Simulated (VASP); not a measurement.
Here is a VASP 6.6.1 calculation.

Contents of INCAR:

```
SYSTEM = La
PREC = Accurate ; ENCUT = 520
EDIFF = 1E-6 ; ISMEAR = -1
SIGMA = 0.05 ; LREAL = .FALSE.
LASPH = .TRUE. ; NELM = 100
ALGO = Normal ; ISIF = 2
LWAVE = .FALSE. ; LCHARG = .FALSE.
GGA = PS ; NBANDS = 12
```

KPOINTS

```
Automatic mesh
0
G
  9 9 9
  0 0 0
```

Contents of POSCAR:

```
La
1.0
   -2.1238310710      2.1238310710      2.1238310710
    2.1238310710     -2.1238310710      2.1238310710
    2.1238310710      2.1238310710     -2.1238310710
La
1
Direct
    0.0000000000      0.0000000000      0.0000000000
```

Potentials or basis: VASP PAW PBE potentials, release 64 (La).

Command:

```console
$ cat potpaw_PBE.64/La/POTCAR > POTCAR
$ mpirun -np 1 vasp_std > vasp.out
```

Q: Predict the pressure.

A: -2.6 GPa.

Caveat: the PAW data sets were made with another functional, which shifts forces and pressure a little.
